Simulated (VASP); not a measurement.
# B (P4/mmm) in VASP: settings compared

Aim: see how the results for B move with the level of theory and the settings. Levels: PBEsol-based global hybrid, PBE-based screened hybrid. Tasks: single point.

Everything below comes from runs of VASP 6.6.1. Logs are shortened: lines on timing, memory, paths and dates and some standing lists are left out, and cuts for length are marked.

## 1. The cell of the first run

Symmetry: P4/mmm, No. 123, tetragonal system. The conventional cell has a = 2.324 Å, b = 2.324 Å, c = 1.578 Å, α = 90.00°, β = 90.00°, γ = 90.00°. Within 2.1 Å of B (site symmetry 4/mmm) lie 2 B at 1.58 Å.

## 2. Single point, PBEsol-based global hybrid

Input file POSCAR:

```
B
1.0
    2.3236693452      0.0000000000      0.0000000000
    0.0000000000      2.3236693452      0.0000000000
    0.0000000000      0.0000000000      1.5780151781
B
1
Direct
    0.5000000000      0.5000000000      0.5000000000
```

Input file INCAR.step1:

```
PREC = Accurate ; ENCUT = 520
EDIFF = 1E-5 ; ISMEAR = -1
SIGMA = 0.05 ; LREAL = False
LASPH = True ; NELM = 60
ALGO = Normal ; ISIF = 2
LWAVE = True ; LCHARG = False
GGA = PE ; NBANDS = 8
```

Input file INCAR.step2:

```
PREC = Accurate ; ENCUT = 520
EDIFF = 1E-6 ; ISMEAR = -1
SIGMA = 0.05 ; LREAL = False
LASPH = True ; NELM = 60
ALGO = Normal ; ISIF = 2
LWAVE = False ; LCHARG = False
GGA = PS ; LHFCALC = True
AEXX = 0.25 ; PRECFOCK = Normal
ISTART = 1 ; NBANDS = 8
```

Input file KPOINTS:

```
regular mesh
0
Gamma
  6 6 8
```

Potentials or basis: VASP PAW PBE potentials, release 64 (B).

Launch:

```bash
> cat potpaw_PBE.64/B/POTCAR > POTCAR
> cp INCAR.step1 INCAR
> mpirun -np 1 vasp_std > vasp.out
> cp INCAR.step2 INCAR
> mpirun -np 1 vasp_std > vasp.out
```

OUTCAR:

```text
PREC = Accurate
   ENCUT = 520
   EDIFF = 1E-6
   ISMEAR = -1
   LREAL = False
   LASPH = True
   NELM = 60
   ISIF = 2
   GGA = PS
   LHFCALC = True
   AEXX = 0.25
   PRECFOCK = Normal
   ISTART = 1

 ion  position               nearest neighbor table
   1  0.500  0.500  0.500-

  LATTYP: Found a simple tetragonal cell.
 ALAT       =     2.3236693452
 C/A-ratio  =     0.6791048741

  Lattice vectors:

 A1 = (   2.3236693452,   0.0000000000,   0.0000000000)
 A2 = (   0.0000000000,   2.3236693452,   0.0000000000)
 A3 = (   0.0000000000,   0.0000000000,   1.5780151781)

Analysis of symmetry for initial positions (statically):
=====================================================================
 Subroutine PRICEL returns:
 Original cell was already a primitive cell.

 Routine SETGRP: Setting up the symmetry group for a
 simple tetragonal supercell.

 Subroutine GETGRP returns: Found 16 space group operations
 (whereof 16 operations were pure point group operations)
 out of a pool of 16 trial point group operations.

The static configuration has the point symmetry D_4h.

Analysis of symmetry for dynamics (positions and initial velocities):
=====================================================================
 Subroutine PRICEL returns:
 Original cell was already a primitive cell.

 Routine SETGRP: Setting up the symmetry group for a
 simple tetragonal supercell.

 Subroutine GETGRP returns: Found 16 space group operations
 (whereof 16 operations were pure point group operations)
 out of a pool of 16 trial point group operations.

The dynamic configuration has the point symmetry D_4h.

 Subroutine INISYM returns: Found 16 space group operations
 (whereof 16 operations are pure point group operations),
 and found     1 'primitive' translations

----------------------------------------------------------------------------------------

                                     Primitive cell

  volume of cell :       8.5204

  direct lattice vectors                    reciprocal lattice vectors
     2.323669345  0.000000000  0.000000000     0.430353829  0.000000000  0.000000000
     0.000000000  2.323669345  0.000000000     0.000000000  0.430353829  0.000000000
     0.000000000  0.000000000  1.578015178     0.000000000  0.000000000  0.633707466

  length of vectors
     2.323669345  2.323669345  1.578015178     0.430353829  0.430353829  0.633707466

  position of ions in fractional coordinates (direct lattice)
     0.500000000  0.500000000  0.500000000

  ion indices of the primitive-cell ions
   primitive index   ion index
                 1           1

----------------------------------------------------------------------------------------

 KPOINTS: regular mesh

Automatic generation of k-mesh.
 Grid dimensions read from file:
 generate k-points for:    6    6    8

 Generating k-lattice:

  Cartesian coordinates                     Fractional coordinates (reciprocal lattice)
     0.071725638  0.000000000  0.000000000     0.166666667  0.000000000  0.000000000
     0.000000000  0.071725638  0.000000000     0.000000000  0.166666667  0.000000000
     0.000000000  0.000000000  0.079213433     0.000000000  0.000000000  0.125000000

  Length of vectors
     0.071725638  0.071725638  0.079213433

  Shift w.r.t. Gamma in fractional coordinates (k-lattice)
     0.000000000  0.000000000  0.000000000

 Subroutine IBZKPT returns following result:
 ===========================================

 Found     50 irreducible k-points:

 Following reciprocal coordinates:
            Coordinates               Weight
  0.000000  0.000000  0.000000      1.000000
  0.166667  0.000000  0.000000      4.000000
  0.333333  0.000000  0.000000      4.000000
  0.500000  0.000000  0.000000      2.000000
  0.166667  0.166667  0.000000      4.000000
  0.333333  0.166667  0.000000      8.000000
[... 16 lines left out ...]
  0.333333  0.000000  0.250000      8.000000
  0.500000  0.000000  0.250000      4.000000
 [... further k-points ...]
   k-points           NKPTS =     50   k-points in BZ     NKDIM =    288   number of bands    NBANDS=      8
   number of dos      NEDOS =    301   number of ions     NIONS =      1
   total plane-waves  NPLWV =   3888
   dimension x,y,z NGX =    18 NGY =   18 NGZ =   12
   dimension x,y,z NGXF=    36 NGYF=   36 NGZF=   24
   ions per type =               1
   NGX,Y,Z   is equivalent  to a cutoff of  12.88, 12.88, 12.64 a.u.
   NGXF,Y,Z  is equivalent  to a cutoff of  25.76, 25.76, 25.28 a.u.
 SYSTEM =  unknown system
   PREC   = accura    normal or accurate (medium, high low for compatibility)
   ISTART =      1    job   : 0-new  1-cont  2-samecut
   ICHARG =      0    charge: 1-file 2-atom 10-const
   ISPIN  =      1    spin polarized calculation?
   LNONCOLLINEAR =      F non collinear calculations
   LSORBIT =      F    spin-orbit coupling
   LASPH  =      T    aspherical Exc in radial PAW
[... 66 lines left out ...]
  band No.  band energies     occupation
      1     -11.4165      2.00000
      2      11.1381      0.00000
      3      11.1381      0.00000
      4      20.8628      0.00000
      5      22.1665      0.00000
      6      34.1901      0.00000
      7      43.3729      0.00000
      8      43.3729      0.00000

 k-point     2 :       0.1667    0.0000    0.0000
  band No.  band energies     occupation
      1     -10.7198      2.00000
      2       6.9841      0.00000
      3      11.5823      0.00000
      4      22.2454      0.00000
      5      25.9618      0.00000
      6      34.3899      0.00000
      7      36.8690      0.00000
      8      39.3270      0.00000

 k-point     3 :       0.3333    0.0000    0.0000
  band No.  band energies     occupation
      1      -8.6501      2.00000
      2       0.2208      2.00000
      3      12.6214      0.00000
      4      24.0821      0.00000
      5      29.6243      0.00000
      6      31.4809      0.00000
      7      34.8138      0.00000
      8      39.3226      0.00000

 k-point     4 :       0.5000    0.0000    0.0000
  band No.  band energies     occupation
      1      -6.0037      2.00000
      2      -3.9199      2.00000
      3      13.2517      0.00000
      4      26.8254      0.00000
      5      26.9834      0.00000
      6      29.3888      0.00000
      7      35.0397      0.00000
      8      45.1899      0.00000

 k-point     5 :       0.1667    0.1667    0.0000
  band No.  band energies     occupation
      1     -10.0265      2.00000
      2       6.8212      0.00000
      3       8.3667      0.00000
      4      24.6041      0.00000
      5      27.3189      0.00000
      6      32.5105      0.00000
      7      34.5834      0.00000
      8      45.2627      0.00000

 k-point     6 :       0.3333    0.1667    0.0000
  band No.  band energies     occupation
      1      -7.9702      2.00000
      2       0.8007      2.00000
      3       9.1886      0.00000
      4      21.9116      0.00000
      5      30.1367      0.00000
      6      34.9926      0.00000
      7      35.7729      0.00000
      8      43.0071      0.00000

 k-point     7 :       0.5000    0.1667    0.0000
  band No.  band energies     occupation
      1      -5.3679      2.00000
      2      -3.2377      2.00000
      3      10.1647      0.00000
      4      19.9538      0.00000
      5      31.0085      0.00000
      6      35.2101      0.00000
      7      36.9795      0.00000
      8      46.3990      0.00000
[... 133 lines left out ...]
 k-point    20 :       0.5000    0.5000    0.1250
  band No.  band energies     occupation
      1       0.0458      2.00000
      2       0.9888      2.00000
      3       0.9888      2.00000
      4      11.8339      0.00000
      5      32.1118      0.00000
      6      43.0850      0.00000
      7      43.0850      0.00000
      8      53.4628      0.00000

 k-point    21 :       0.0000    0.0000    0.2500
  band No.  band energies     occupation
      1      -8.3305      2.00000
      2      14.6124      0.00000
      3      14.6124      0.00000
      4      16.6033      0.00000
      5      24.7559      0.00000
      6      28.9312      0.00000
      7      44.2592      0.00000
      8      44.2592      0.00000

 k-point    22 :       0.1667    0.0000    0.2500
  band No.  band energies     occupation
      1      -7.6551      2.00000
      2      10.0931      0.00000
      3      15.0357      0.00000
      4      18.3045      0.00000
      5      27.7629      0.00000
      6      29.5778      0.00000
      7      40.1432      0.00000
      8      42.4074      0.00000

 k-point    23 :       0.3333    0.0000    0.2500
  band No.  band energies     occupation
      1      -5.7039      2.00000
      2       3.7045      2.00000
      3      16.0157      0.00000
      4      19.7461      0.00000
      5      28.9498      0.00000
      6      33.1281      0.00000
      7      35.1928      0.00000
      8      37.2440      0.00000

 k-point    24 :       0.5000    0.0000    0.2500
  band No.  band energies     occupation
      1      -3.6761      2.00000
      2       0.2915      2.00000
      3      16.5994      0.00000
      4      20.5061      0.00000
      5      29.1487      0.00000
      6      33.2143      0.00000
      7      34.0693      0.00000
      8      35.0966      0.00000

 [... further k-points ...]
[... 5 lines left out ...]
  --------------------------------------------------------------------------------------
  -------------------------------------------------------------------------------------
  Total       -0.0146717     -0.0146717      0.0146433      0.0000000     -0.0000000      0.0000000
  in kB       -2.7588712     -2.7588712      2.7535346      0.0000000     -0.0000000      0.0000000
  external PRESSURE =      -0.9214026 kB  Pullay stress =       0.0000000 kB

 VOLUME and BASIS-vectors are now :
 -----------------------------------------------------------------------------
  energy-cutoff  :      520.00
  volume of cell :        8.52
      direct lattice vectors                 reciprocal lattice vectors
     2.323669345  0.000000000  0.000000000     0.430353829  0.000000000  0.000000000
     0.000000000  2.323669345  0.000000000     0.000000000  0.430353829  0.000000000
     0.000000000  0.000000000  1.578015178     0.000000000  0.000000000  0.633707466

 POSITION                                       TOTAL-FORCE (eV/Angst)
 -----------------------------------------------------------------------------------
      1.16183      1.16183      0.78901         0.000000      0.000000      0.000000
 -----------------------------------------------------------------------------------
    total drift:                                0.000000      0.000000     -0.000000

  FREE ENERGIE OF THE ION-ELECTRON SYSTEM (eV)
  ---------------------------------------------------
  free  energy   TOTEN  =        -6.8081801133 eV

  energy  without entropy=       -6.8062537899  energy(sigma->0) =       -6.80721695
```

Wall time 3.6 min (1 thread of AMD EPYC 7R13, shared host); peak memory 0.08 GiB.

What came out:

| Quantity | Value |
| --- | --- |
| Free energy | -6.8082 eV |
| Pressure | -0.1 GPa |

Stress tensor (GPa, compression positive):
```
-0.28  0.00  0.00
 0.00 -0.28  0.00
 0.00  0.00  0.28
```

Levels at points of the mesh, in eV from the Fermi level:
| k point | band 1 | band 2 | band 3 | band 4 | band 5 |
| --- | --- | --- | --- | --- | --- |
| (0.00, 0.00, 0.00) | -16.35 | 6.21 | 6.21 | 15.93 | 17.23 |
| (0.50, 0.00, 0.00) | -10.94 | -8.85 | 8.32 | 21.89 | 22.05 |
| (0.50, 0.50, 0.00) | -5.25 | -5.03 | -5.03 | 5.91 | 30.82 |
| (0.00, 0.00, 0.50) | -7.34 | 2.51 | 16.07 | 16.07 | 23.36 |
| (0.50, 0.00, 0.50) | -4.99 | 5.74 | 8.67 | 12.00 | 17.47 |
| (0.50, 0.50, 0.50) | -3.05 | 8.50 | 8.50 | 16.02 | 16.78 |

Caveat: the k points lie up to 0.50 Å⁻¹ apart; the PAW data sets were made with another functional, which shifts forces and pressure a little.

## 3. Single point, PBE-based screened hybrid

This run uses another cell than the first one, of 8.73 Å³/atom, 1.024 times its volume.

Input file POSCAR:

```
B
1.0
    2.3461100000      0.0000000000      0.0000000000
    0.0000000000      2.3461100000      0.0000000000
    0.0000000000      0.0000000000      1.5857900000
B
1
Direct
    0.5000000000      0.5000000000      0.5000000000
```

Input file INCAR.step1:

```
  PREC = Accurate
  ENCUT = 520
  EDIFF = 1E-5
  ISMEAR = -1
  SIGMA = 0.05
  LREAL = False
  LASPH = True
  NELM = 100
  ALGO = Normal
  ISIF = 2
  LWAVE = True
  LCHARG = False
  NBANDS = 8
  GGA = PE
```

Input file INCAR.step2:

```
  PREC = Accurate
  ENCUT = 520
  EDIFF = 1E-7
  ISMEAR = -1
  SIGMA = 0.05
  LREAL = False
  LASPH = True
  NELM = 100
  ALGO = Normal
  ISIF = 2
  LWAVE = False
  LCHARG = False
  GGA = PE
  LHFCALC = True
  AEXX = 0.1
  HFSCREEN = 0.2
  PRECFOCK = Normal
  NBANDS = 8
  ISTART = 1
```

KPOINTS is that of step 2.

Potentials or basis: VASP PAW PBE potentials, release 64 (B).

Launch:

```bash
> cat potpaw_PBE.64/B/POTCAR > POTCAR
> cp INCAR.step1 INCAR
> mpirun -np 1 vasp_std > vasp.out
> cp INCAR.step2 INCAR
> mpirun -np 1 vasp_std > vasp.out
```

Run time: 3.9 min. Hardware: 1 thread of AMD EPYC 7R13, shared host; peak memory 0.18 GiB.

The run converged. Its results:

```
Free energy : -5.8973 eV
Pressure    : -0.3 GPa
```

Stress tensor (GPa, compression positive):
```
 1.09  0.00  0.00
 0.00  1.09  0.00
 0.00  0.00 -3.20
```

Levels at points of the mesh, in eV from the Fermi level:
| k point | band 1 | band 2 | band 3 | band 4 |
| --- | --- | --- | --- | --- |
| (0.00, 0.00, 0.00) | -14.46 | 5.14 | 5.14 | 14.93 |
| (0.50, 0.00, 0.00) | -9.53 | -7.52 | 7.05 | 20.63 |
| (0.50, 0.50, 0.00) | -4.46 | -4.11 | -4.11 | 5.52 |
| (0.00, 0.00, 0.50) | -6.07 | 1.93 | 14.53 | 14.53 |
| (0.50, 0.00, 0.50) | -3.96 | 4.95 | 7.66 | 11.35 |
| (0.50, 0.50, 0.50) | -2.20 | 7.47 | 7.47 | 14.45 |

Caveat: the k points lie up to 0.50 Å⁻¹ apart; the PAW data sets were made with another functional, which shifts forces and pressure a little.

## 4. Single point, PBE-based screened hybrid

This run uses another cell than the first one, of 8.73 Å³/atom, 1.024 times its volume.

POSCAR is that of step 3.

Input file INCAR.step1:

```
PREC = Accurate
ENCUT = 520
EDIFF = 1E-5
ISMEAR = -1
SIGMA = 0.05
LREAL = False
LASPH = True
NELM = 100
ALGO = Normal
ISIF = 2
LWAVE = True
NBANDS = 8
GGA = PE
```

Input file INCAR.step2:

```
PREC = Accurate
ENCUT = 520
EDIFF = 1E-6
ISMEAR = -1
SIGMA = 0.05
LREAL = False
LASPH = True
NELM = 100
ALGO = Normal
ISIF = 2
LWAVE = False
LCHARG = True
GGA = PE
LHFCALC = True
AEXX = 0.15
HFSCREEN = 0.2
PRECFOCK = Normal
LELF = True
LVHAR = True
NBANDS = 8
ISTART = 1
```

Input file KPOINTS:

```
Automatic mesh
0
Gamma
  6 6 8
```

Launch:

```bash
> cat potpaw_PBE.64/B/POTCAR > POTCAR
> cp INCAR.step1 INCAR
> mpirun -np 1 vasp_std > vasp.out
> cp INCAR.step2 INCAR
> mpirun -np 1 vasp_std > vasp.out
```

Wall time 3.9 min (1 thread of AMD EPYC 7R13, shared host); peak memory 0.18 GiB.

It converged, with:

| Quantity | Value |
| --- | --- |
| Free energy | -6.0208 eV |
| Pressure | -0.7 GPa |

Stress tensor (GPa, compression positive):
```
 1.10  0.00  0.00
 0.00  1.10  0.00
 0.00  0.00 -4.26
```

Levels at points of the mesh, in eV from the Fermi level:
| k point | band 1 | band 2 | band 3 | band 4 | band 5 |
| --- | --- | --- | --- | --- | --- |
| (0.00, 0.00, 0.00) | -14.86 | 5.33 | 5.33 | 15.10 | 16.22 |
| (0.50, 0.00, 0.00) | -9.83 | -7.72 | 7.29 | 20.85 | 20.87 |
| (0.50, 0.50, 0.00) | -4.65 | -4.22 | -4.22 | 5.59 | 29.29 |
| (0.00, 0.00, 0.50) | -6.29 | 2.03 | 14.85 | 14.85 | 22.35 |
| (0.50, 0.00, 0.50) | -4.14 | 5.14 | 7.83 | 11.48 | 16.15 |
| (0.50, 0.50, 0.50) | -2.34 | 7.70 | 7.70 | 14.70 | 16.02 |

Caveat: the k points lie up to 0.50 Å⁻¹ apart; the PAW data sets were made with another functional, which shifts forces and pressure a little.

## 5. Single point, PBE-based screened hybrid

This run uses another cell than the first one, of 8.73 Å³/atom, 1.024 times its volume.

POSCAR is that of step 4.

Input file INCAR.step1:

```
  PREC = Accurate
  ENCUT = 520
  EDIFF = 1E-5
  ISMEAR = -1
  SIGMA = 0.05
  LREAL = F
  LASPH = T
  NELM = 60
  ALGO = Normal
  ISIF = 2
  LWAVE = T
  LCHARG = F
  GGA = PE
  NBANDS = 8
```

Input file INCAR.step2:

```
  PREC = Accurate
  ENCUT = 520
  EDIFF = 1E-6
  ISMEAR = -1
  SIGMA = 0.05
  LREAL = F
  LASPH = T
  NELM = 60
  ALGO = Normal
  ISIF = 2
  LWAVE = F
  LCHARG = F
  GGA = PE
  LHFCALC = T
  AEXX = 0.4
  HFSCREEN = 0.2
  PRECFOCK = Normal
  ISTART = 1
  NBANDS = 8
```

Input file KPOINTS:

```
regular mesh
0
Gamma
  6 6 8
```

Launch:

```bash
> cat potpaw_PBE.64/B/POTCAR > POTCAR
> cp INCAR.step1 INCAR
> mpirun -np 1 vasp_std > vasp.out
> cp INCAR.step2 INCAR
> mpirun -np 1 vasp_std > vasp.out
```

Run time: 4.2 min. Hardware: 1 thread of AMD EPYC 7R13, shared host; peak memory 0.18 GiB.

It converged, with:

| Item | Value |
| --- | --- |
| Free energy | -6.6509 eV |
| Pressure | -1.9 GPa |

Stress tensor (GPa, compression positive):
```
 2.06  0.00  0.00
 0.00  2.06  0.00
 0.00  0.00 -9.85
```

Levels at points of the mesh, in eV from the Fermi level:
| k point | band 1 | band 2 | band 3 | band 4 |
| --- | --- | --- | --- | --- |
| (0.00, 0.00, 0.00) | -16.82 | 6.32 | 6.32 | 15.95 |
| (0.50, 0.00, 0.00) | -11.35 | -8.71 | 8.46 | 21.95 |
| (0.50, 0.50, 0.00) | -5.63 | -4.76 | -4.76 | 5.92 |
| (0.00, 0.00, 0.50) | -7.40 | 2.59 | 16.48 | 16.48 |
| (0.50, 0.00, 0.50) | -5.04 | 6.09 | 8.72 | 12.14 |
| (0.50, 0.50, 0.50) | -3.07 | 8.87 | 8.87 | 15.95 |

Caveat: the k points lie up to 0.50 Å⁻¹ apart; the PAW data sets were made with another functional, which shifts forces and pressure a little.

## 6. The runs side by side

```tsv
level	cell	share of exact exchange	screening parameter	gap on the mesh (eV)	pressure (GPa)
PBEsol-based global hybrid	a = 2.324, b = 2.324, c = 1.578 Å, 1 atom	0.25	-	none	-0.1
PBE-based screened hybrid	a = 2.346, b = 2.346, c = 1.586 Å, 1 atom	0.1	0.2 1/Å	none	-0.3
PBE-based screened hybrid	a = 2.346, b = 2.346, c = 1.586 Å, 1 atom	0.15	0.2 1/Å	none	-0.7
PBE-based screened hybrid	a = 2.346, b = 2.346, c = 1.586 Å, 1 atom	0.4	0.2 1/Å	none	-1.9
```

Alike in all rows: task single point; potentials or basis VASP PAW PBE potentials, release 64 (B); no spin polarisation; k mesh 6 × 6 × 8; cutoff (eV) 520; smearing fermi-dirac 0.05 eV.

Caveats: all runs use coarse meshes; the PAW data sets were made with another functional, which shifts forces and pressure a little.

Absolute energies hang on the potentials; compare differences alone.
